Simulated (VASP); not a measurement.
A run of VASP 6.6.1 is set up as follows.

File INCAR:

```
SYSTEM = KF
  PREC = Accurate
  ENCUT = 520
  EDIFF = 1E-6
  ISMEAR = 0
  SIGMA = 0.02
  LREAL = .False.
  LASPH = .True.
  NELM = 100
  ALGO = Normal
  ISIF = 2
  LWAVE = .False.
  LCHARG = .True.
  GGA = PE
  LELF = .True.
  LVHAR = .True.
  NBANDS = 42
```

KPOINTS

```
regular mesh
0
Gamma
  6 6 2
  0 0 0
```

The input POSCAR:

```
KF
1.0
    3.7827764705      0.0000000000      0.0000000000
   -1.8913882352      3.2759805203      0.0000000000
    0.0000000000      0.0000000000     12.8568264787
K F
4 4
Direct
    0.3333333333      0.6666666667      0.2500000000
    0.6666666667      0.3333333333      0.7500000000
    0.0000000000      0.0000000000      0.0000000000
    0.0000000000      0.0000000000      0.5000000000
    0.3333333333      0.6666666667      0.6232732861
    0.6666666667      0.3333333333      0.1232732861
    0.3333333333      0.6666666667      0.8767267139
    0.6666666667      0.3333333333      0.3767267139
```

Potentials or basis: VASP PAW PBE potentials, release 64 (K_sv, F).

Run with:

```console
$ cat potpaw_PBE.64/K_sv/POTCAR potpaw_PBE.64/F/POTCAR > POTCAR
$ mpirun -np 1 vasp_std > vasp.out
```

(1) Estimate the pressure.

(2) Estimate the largest force.

Answers

(1) 0.0 GPa.

(2) 0.005 eV/Å.
